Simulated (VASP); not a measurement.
# K8MgZn7F24 (P1) in VASP: further runs

K8MgZn7F24 is run at these levels: PBEsol; tasks: single point, relaxation of volume and atoms at fixed shape.

Program: VASP 6.6.1. These are calculated values, not measurements. Logs are shortened: lines on timing, memory, paths and dates and some standing lists are left out, and cuts for length are marked.

## 1. The cell of the first run

The typed cell holds 40 atoms: a = 8.090 Å, b = 8.090 Å, c = 8.090 Å, α = 90.00°, β = 90.00°, γ = 90.00°.

## 2. Single point, PBEsol

Input file INCAR:

```
SYSTEM = K8MgZn7F24
PREC = Accurate
ENCUT = 700
EDIFF = 1E-6
ISMEAR = -1
SIGMA = 0.05
LREAL = Auto
LASPH = .TRUE.
NELM = 120
ALGO = Normal
ISIF = 2
LWAVE = .FALSE.
LCHARG = .FALSE.
GGA = PS
NBANDS = 189
ISYM = -1
GGA_COMPAT = .FALSE.
```

Input file KPOINTS:

```
explicit points
1
Reciprocal
  0.25000000   0.25000000   0.25000000 1
```

Input file POSCAR:

```
K8MgZn7F24
1.0
    8.0900541891      0.0000000000      0.0000000000
    0.0000000000      8.0900541891      0.0000000000
    0.0000000000      0.0000000000      8.0900541891
K Zn Mg F
8 7 1 24
Direct
    0.0002240000      0.9999020000      0.0001220000
    0.0002590000      0.9998270000      0.4999310000
    0.0002050000      0.4996330000      0.0001340000
    0.0002830000      0.4997440000      0.4998910000
    0.5003540000      0.9998150000      0.0000650000
    0.5004350000      0.9998120000      0.4999150000
    0.5003740000      0.4996970000      0.0000870000
    0.5004110000      0.4997230000      0.4998850000
    0.2503780000      0.2498310000      0.2500180000
    0.2503670000      0.2497540000      0.7500160000
    0.2503300000      0.7498340000      0.2500170000
    0.7504200000      0.2496960000      0.2500860000
    0.7503220000      0.2497800000      0.7500450000
    0.7503350000      0.7497010000      0.2499780000
    0.7503370000      0.7497640000      0.7500230000
    0.2502350000      0.7497460000      0.7500310000
    0.2512450000      0.2487940000      0.9999100000
    0.2497060000      0.2508130000      0.5001390000
    0.2508960000      0.7505990000      0.9972380000
    0.2497450000      0.7490240000      0.5028220000
    0.7497320000      0.2499620000      0.0000350000
    0.7512480000      0.2493910000      0.5000580000
    0.7496120000      0.7493770000      0.9999180000
    0.7509540000      0.7499850000      0.5001160000
    0.0004260000      0.2509250000      0.2492800000
    0.0005060000      0.2494440000      0.7508360000
    0.0004860000      0.7485000000      0.2493550000
    0.0030890000      0.7501760000      0.7507010000
    0.5004160000      0.2485190000      0.2508000000
    0.5002490000      0.2500450000      0.7493070000
    0.5001840000      0.7509180000      0.2506470000
    0.4975570000      0.7493550000      0.7493120000
    0.2491610000      0.9996490000      0.2509510000
    0.2505750000      0.9969880000      0.7490360000
    0.2516350000      0.4999290000      0.2491290000
    0.2501430000      0.5025470000      0.7510070000
    0.7515710000      0.9996880000      0.2497620000
    0.7499740000      0.9996250000      0.7503250000
    0.7492360000      0.4997260000      0.2503250000
    0.7507260000      0.4998570000      0.7497290000
```

Potentials or basis: VASP PAW PBE potentials, release 64 (K_sv, Zn, Mg, F).

Run with:

```bash
cat potpaw_PBE.64/K_sv/POTCAR potpaw_PBE.64/Zn/POTCAR potpaw_PBE.64/Mg/POTCAR potpaw_PBE.64/F/POTCAR > POTCAR
mpirun -np 1 vasp_std > vasp.out
```

OUTCAR:

```text
SYSTEM = K8MgZn7F24
   PREC = Accurate
   ENCUT = 700
   EDIFF = 1E-6
   ISMEAR = -1
   LREAL = Auto
   LASPH = .TRUE.
   NELM = 120
   ISIF = 2
   GGA = PS
   ISYM = -1

 ion  position               nearest neighbor table
   1  0.000  1.000  0.000-  37 2.85  26 2.85  28 2.86  16 3.50
   2  0.000  1.000  0.500-  33 2.85  22 2.85  37 2.85  24 2.86  34 2.86  16 3.50
   3  0.000  0.500  0.000-  25 2.85  27 2.85  36 2.86  26 2.86  16 3.50
   4  0.000  0.500  0.500-  18 2.85  20 2.85  27 2.86  22 2.86  40 2.86  25 2.86  24 2.86  16 3.50

   5  0.500  1.000  0.000-  17 2.85  19 2.85  38 2.86  29 2.86  31 2.86  21 2.86  16 3.50
   6  0.500  1.000  0.500-  29 2.85  31 2.85  34 2.85  30 2.86  16 3.50
   7  0.500  0.500  0.000-  35 2.85  23 2.85  21 2.86  39 2.86  36 2.86  16 3.50
   8  0.500  0.500  0.500-  39 2.85  32 2.85  30 2.86  35 2.86  18 2.86  16 3.50
   9  0.250  0.250  0.250-  25 2.02  29 2.02  35 2.02  17 2.02  18 2.02  33 2.02
  10  0.250  0.250  0.750-  26 2.02  18 2.02  30 2.02  17 2.02  34 2.04  36 2.05
  11  0.250  0.750  0.250-  33 2.02  27 2.02  31 2.02  35 2.02  19 2.05  20 2.05
  12  0.750  0.250  0.250-  22 2.02  29 2.02  25 2.02  37 2.02  39 2.02  21 2.02
  13  0.750  0.250  0.750-  22 2.02  21 2.02  30 2.02  40 2.02  38 2.02  26 2.02
  14  0.750  0.750  0.250-  39 2.02  37 2.02  23 2.02  24 2.02  27 2.02  31 2.02
  15  0.750  0.750  0.750-  38 2.02  23 2.02  40 2.02  24 2.02  28 2.04  32 2.05
  16  0.250  0.750  0.750-  28 2.00  36 2.00  19 2.00  20 2.00  34 2.00  32 2.00   4 3.50   2 3.50
                             5 3.50   7 3.50   3 3.50   1 3.50   8 3.50   6 3.50
  17  0.251  0.249  1.000-  10 2.02   9 2.02   5 2.85
  18  0.250  0.251  0.500-  10 2.02   9 2.02   4 2.85   8 2.86
  19  0.251  0.751  0.997-  16 2.00  11 2.05   5 2.85
  20  0.250  0.749  0.503-  16 2.00  11 2.05   4 2.85
  21  0.750  0.250  0.000-  13 2.02  12 2.02   7 2.86   5 2.86
  22  0.751  0.249  0.500-  12 2.02  13 2.02   2 2.85   4 2.86
  23  0.750  0.749  1.000-  15 2.02  14 2.02   7 2.85
  24  0.751  0.750  0.500-  15 2.02  14 2.02   2 2.86   4 2.86
  25  0.000  0.251  0.249-   9 2.02  12 2.02   3 2.85   4 2.86
  26  0.001  0.249  0.751-  10 2.02  13 2.02   1 2.85   3 2.86
  27  0.000  0.748  0.249-  11 2.02  14 2.02   3 2.85   4 2.86
  28  0.003  0.750  0.751-  16 2.00  15 2.04   1 2.86
  29  0.500  0.249  0.251-  12 2.02   9 2.02   6 2.85   5 2.86
  30  0.500  0.250  0.749-  10 2.02  13 2.02   8 2.86   6 2.86
  31  0.500  0.751  0.251-  11 2.02  14 2.02   6 2.85   5 2.86
  32  0.498  0.749  0.749-  16 2.00  15 2.05   8 2.85
  33  0.249  1.000  0.251-  11 2.02   9 2.02   2 2.85
  34  0.251  0.997  0.749-  16 2.00  10 2.04   6 2.85   2 2.86
  35  0.252  0.500  0.249-  11 2.02   9 2.02   7 2.85   8 2.86
  36  0.250  0.503  0.751-  16 2.00  10 2.05   3 2.86   7 2.86
  37  0.752  1.000  0.250-  14 2.02  12 2.02   1 2.85   2 2.85
  38  0.750  1.000  0.750-  15 2.02  13 2.02   5 2.86
  39  0.749  0.500  0.250-  14 2.02  12 2.02   8 2.85   7 2.86
  40  0.751  0.500  0.750-  15 2.02  13 2.02   4 2.86

IMPORTANT INFORMATION: All symmetrisations will be switched off!
NOSYMM: (Re-)initialisation of all symmetry stuff for point group C_1.

----------------------------------------------------------------------------------------

                                     Primitive cell

  volume of cell :     529.4858

  direct lattice vectors                    reciprocal lattice vectors
     8.090054189  0.000000000  0.000000000     0.123608566  0.000000000  0.000000000
     0.000000000  8.090054189  0.000000000     0.000000000  0.123608566  0.000000000
     0.000000000  0.000000000  8.090054189     0.000000000  0.000000000  0.123608566

  length of vectors
     8.090054189  8.090054189  8.090054189     0.123608566  0.123608566  0.123608566

  position of ions in fractional coordinates (direct lattice)
     0.000224000  0.999902000  0.000122000
     0.000259000  0.999827000  0.499931000
     0.000205000  0.499633000  0.000134000
     0.000283000  0.499744000  0.499891000
     0.500354000  0.999815000  0.000065000
     0.500435000  0.999812000  0.499915000
[... 32 lines left out ...]
     0.749236000  0.499726000  0.250325000
     0.750726000  0.499857000  0.749729000

  ion indices of the primitive-cell ions
   primitive index   ion index
                 1           1
                 2           2
                 3           3
                 4           4
                 5           5
                 6           6
[... 32 lines left out ...]
                39          39
                40          40

----------------------------------------------------------------------------------------

 KPOINTS: explicit points

Read explicit list of k-points.

 Found      1 k-points:

 Following reciprocal coordinates:
            Coordinates               Weight
  0.250000  0.250000  0.250000      1.000000
   k-points           NKPTS =      1   k-points in BZ     NKDIM =      1   number of bands    NBANDS=    189
   number of dos      NEDOS =    301   number of ions     NIONS =     40
   total plane-waves  NPLWV = 343000
   dimension x,y,z NGX =    70 NGY =   70 NGZ =   70
   dimension x,y,z NGXF=   140 NGYF=  140 NGZF=  140
   ions per type =               8   7   1  24
   NGX,Y,Z   is equivalent  to a cutoff of  14.38, 14.38, 14.38 a.u.
   NGXF,Y,Z  is equivalent  to a cutoff of  28.77, 28.77, 28.77 a.u.
 SYSTEM =  K8MgZn7F24
   PREC   = accura    normal or accurate (medium, high low for compatibility)
   ISTART =      0    job   : 0-new  1-cont  2-samecut
   ICHARG =      2    charge: 1-file 2-atom 10-const
   ISPIN  =      1    spin polarized calculation?
   LNONCOLLINEAR =      F non collinear calculations
   LSORBIT =      F    spin-orbit coupling
   LASPH  =      T    aspherical Exc in radial PAW
   ENCUT  =  700.0 eV  51.45 Ry    7.17 a.u.  17.45 17.45 17.45*2*pi/ulx,y,z
   NELM   =    120;   NELMIN=  2; NELMDL= -5     # of ELM steps
   EDIFF  = 0.1E-05   stopping-criterion for ELM
   LREAL  =      T    real-space projection
   EDIFFG = 0.1E-04   stopping-criterion for IOM
   NSW    =      0    number of steps for IOM
   IBRION =     -1    ionic relax: 0-MD 1-quasi-New 2-CG
   NFREE  =      0    steps in history (QN), initial steepest desc. (CG)
   ISIF   =      2    stress and relaxation
   ISYM   =     -1    0-nonsym 1-usesym 2-fastsym
   POTIM  = 0.5000    time-step for ionic-motion
   TEBEG  =    0.0;   TEEND  =   0.0 temperature during run
   PSTRESS=    0.0 pullay stress
   NELECT =     326.0000    total number of electrons
   NUPDOWN=      -1.0000    fix difference up-down
   EMIN   =  10.00;   EMAX   =-10.00  energy-range for DOS
   EFERMI =   0.00;   METHOD = LEGACY
   ISMEAR =    -1;   SIGMA  =   0.05  broadening in eV -4-tet -1-fermi 0-gaus
   EFERMI_NEDOS =   21; number of points for ismear=-14 and -15
   IALGO  =     38    algorithm
   IMIX   =      4    mixing-type and parameters
     AMIX     =   0.40;   BMIX     =  1.00
     AMIX_MAG =   1.60;   BMIX_MAG =  1.00
  volume/ion in A,a.u.               =      13.24        89.33
  Fermi-wavevector in a.u.,A,eV,Ry     =   1.392716  2.631852 26.390652  1.939658
  Thomas-Fermi vector in A             =   2.516432
   LORBIT       =      0    0 simple, 1 ext, 2 COOP (PROOUT), +10 PAW based schemes
   GGA     = PS    functional components
   LHFCALC =     F    Hartree Fock is set to
   AEXX    =    0.0000 exact exchange contribution
   IVDW    =     0    specifies the selected vdW correction
   LEPSILON=     F    determine dielectric tensor
   LRPA    =     F    only Hartree local field effects (RPA)
 non-spin polarized calculation
  energy-cutoff  :      700.00
  volume of cell :      529.49
 maximum number of plane-waves:     22259
 NGX is ok and might be reduce to    70
   NGX = 35   NGY = 35   NGZ = 35

 number of electron     326.0000146 magnetization

 Free energy of the ion-electron system (eV)
  ---------------------------------------------------
  ext. energy  EPLUGINS =         0.00000000
  ---------------------------------------------------
  free energy    TOTEN  =      -174.72335685 eV

  energy without entropy =     -174.72335685  energy(sigma->0) =     -174.72335685

 E-fermi :   0.1210     XC(G=0): -10.1045

 val. band max:       -1.1497725239   @ k =   0.2500   0.2500   0.2500
 cond. band min:       3.8284565641   @ k =   0.2500   0.2500   0.2500
 fundamental gap:      4.9782290881
 Fermi energy:         0.1210300957

 k-point     1 :       0.2500    0.2500    0.2500
  band No.  band energies     occupation
      1     -27.7117      2.00000
      2     -27.6968      2.00000
      3     -27.6959      2.00000
      4     -27.6958      2.00000
      5     -27.6846      2.00000
      6     -27.6837      2.00000
[... 167 lines left out ...]
    174       8.0876      0.00000
    175       8.0887      0.00000
 [bands above 175 left out]

------------------------ aborting loop because EDIFF is reached ----------------------------------------

  FORCE on cell =-STRESS in cart. coord.  units (eV):
  Direction    XX          YY          ZZ          XY          YZ          ZX
  --------------------------------------------------------------------------------------
  -------------------------------------------------------------------------------------
  Total        0.4347989      0.4258334      0.4103597     -0.2369693     -0.2237914     -0.2142941
  in kB        1.3156632      1.2885343      1.2417123     -0.7170483     -0.6771731     -0.6484349
  external PRESSURE =       1.2819699 kB  Pullay stress =       0.0000000 kB

 VOLUME and BASIS-vectors are now :
 -----------------------------------------------------------------------------
  energy-cutoff  :      700.00
  volume of cell :      529.49
      direct lattice vectors                 reciprocal lattice vectors
     8.090054189  0.000000000  0.000000000     0.123608566  0.000000000  0.000000000
     0.000000000  8.090054189  0.000000000     0.000000000  0.123608566  0.000000000
     0.000000000  0.000000000  8.090054189     0.000000000  0.000000000  0.123608566

 POSITION                                       TOTAL-FORCE (eV/Angst)
 -----------------------------------------------------------------------------------
      0.00181      8.08926      0.00099         0.003925     -0.002521      0.000404
      0.00210      8.08865      4.04447         0.004230     -0.002500      0.000866
      0.00166      4.04206      0.00108         0.003994     -0.003672      0.000255
      0.00229      4.04296      4.04415         0.003878     -0.003754      0.000233
      4.04789      8.08856      0.00053         0.004723     -0.002868      0.000637
      4.04855      8.08853      4.04434         0.003812     -0.003239      0.000643
[... 32 lines left out ...]
      6.06136      4.04281      2.02514        -0.000524      0.000506      0.000379
      6.07341      4.04387      6.06535         0.000258      0.006200     -0.000230
 -----------------------------------------------------------------------------------
    total drift:                                0.025567     -0.011187     -0.000034

  FREE ENERGIE OF THE ION-ELECTRON SYSTEM (eV)
  ---------------------------------------------------
  free  energy   TOTEN  =      -174.7233568454 eV

  energy  without entropy=     -174.7233568453  energy(sigma->0) =     -174.72335685
```

It took 9.2 min on 1 thread of Intel Xeon Platinum 8375C at 2.90GHz (Ice Lake), shared host; peak memory 0.75 GiB.

Results:

```yaml
Free_energy: -174.7234 eV
Pressure: 0.1 GPa
Largest_force: 0.076 eV/Å
Band_gap_on_the_k_mesh: 4.98 eV
```

Forces in eV/Å, atoms in the order of the input:
```
K    0.004 -0.003  0.000
K    0.004 -0.003  0.001
K    0.004 -0.004  0.000
K    0.004 -0.004  0.000
K    0.005 -0.003  0.001
K    0.004 -0.003  0.001
K    0.004 -0.003  0.000
K    0.004 -0.002  0.000
Zn   0.004 -0.003  0.001
Zn  -0.002  0.003  0.000
Zn   0.001 -0.003  0.001
Zn  -0.005  0.003 -0.004
Zn   0.003 -0.003  0.000
Zn  -0.003  0.003  0.003
Zn  -0.004  0.000 -0.001
Mg   0.007  0.003  0.000
F   -0.004  0.002 -0.003
F   -0.002  0.000  0.004
F   -0.006 -0.003 -0.075
F    0.001  0.004  0.073
F    0.000  0.001  0.000
F   -0.002  0.002  0.002
F    0.000  0.000 -0.007
F    0.001  0.001  0.005
F    0.000 -0.001  0.001
F    0.002  0.002 -0.001
F    0.001  0.002  0.003
F    0.072  0.001  0.000
F   -0.004  0.003 -0.002
F   -0.004 -0.001  0.000
F   -0.002  0.000 -0.002
F   -0.074  0.001  0.001
F    0.001 -0.001 -0.003
F   -0.005 -0.073  0.002
F   -0.004  0.004  0.002
F   -0.001  0.074 -0.003
F   -0.002  0.000  0.000
F   -0.001 -0.003 -0.001
F   -0.001  0.001  0.000
F    0.000  0.006  0.000
```

Caveat: the PAW data sets were made with another functional, which shifts forces and pressure a little; a shifted mesh leaves out Γ, where band edges can lie. A k mesh can miss the band edges.

[end of part 1 of 2]
